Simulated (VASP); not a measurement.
The system is Mg3Sn2N2.

```
Mg Sn N
1.0
     3.40000    0.00000    0.00000
    -1.70000    2.94449    0.00000
     0.00000    0.00000   12.17000
Mg Sn N
3 2 2
Direct
  0.00000 0.00000 0.00000
  0.66667 0.33333 0.19300
  0.33333 0.66667 0.80700
  0.33333 0.66667 0.40100
  0.66667 0.33333 0.59900
  0.33333 0.66667 0.09500
  0.66667 0.33333 0.90500
```

| Property | Result |
| --- | --- |
| Program | VASP 6.6.1 |
| Task | relaxation of cell and atoms |
| Functional | PBE |
| Potentials or basis | VASP PAW PBE potentials, release 64 (Mg, Sn_d, N) |
| Cutoff | 600 eV |
| k mesh | 5 × 5 × 2 |
| Occupations | gaussian, width 0.2 eV |
| Spin | no spin polarisation |

At the start: pressure -4.5 GPa; volume 17.41 Å³/atom.

Q: Where does the relaxation end?

A: Over 10 steps the energy falls by 160.5 meV/atom and the volume is 16.81 Å³/atom (-3.4 %); space group P-3m1 (No. 164, to 0.1 Å) before and after.

Step by step:
| step | energy change (eV) | largest force (eV/Å) | pressure (GPa) | volume (Å³) |
| --- | --- | --- | --- | --- |
| 1 | 0.0000 | 2.0145 | -4.49 | 121.84 |
| 2 | -0.7474 | 1.2061 | 1.35 | 113.44 |
| 3 | -0.8440 | 0.6036 | 5.66 | 109.34 |
| 4 | -1.0856 | 0.2370 | 1.70 | 115.45 |
| 5 | -1.0905 | 0.3696 | 1.12 | 116.56 |
| 6 | -1.1082 | 0.2162 | -0.60 | 118.46 |
| 7 | -1.1083 | 0.2036 | -0.48 | 118.34 |
| 8 | -1.1160 | 0.1565 | -0.17 | 117.83 |
| 9 | -1.1200 | 0.0817 | 0.34 | 117.08 |
| 10 | -1.1234 | 0.0530 | 0.07 | 117.68 |

Final structure:
```
Mg Sn N
1.0
     3.34987    0.00000    0.00000
    -1.67493    2.90107    0.00000
     0.00000    0.00000   12.10938
Mg Sn N
3 2 2
Direct
  0.00000 0.00000 0.00000
  0.66667 0.33333 0.17056
  0.33333 0.66667 0.82944
  0.33333 0.66667 0.39366
  0.66667 0.33333 0.60634
  0.33333 0.66667 0.10988
  0.66667 0.33333 0.89012
```

Caveat: the k points lie up to 0.43 Å⁻¹ apart in the final cell, too coarse for converged energies and pressures of a metal; the relaxation stopped at a loose force limit of 0.08 eV/Å, so its end isn't a converged minimum.
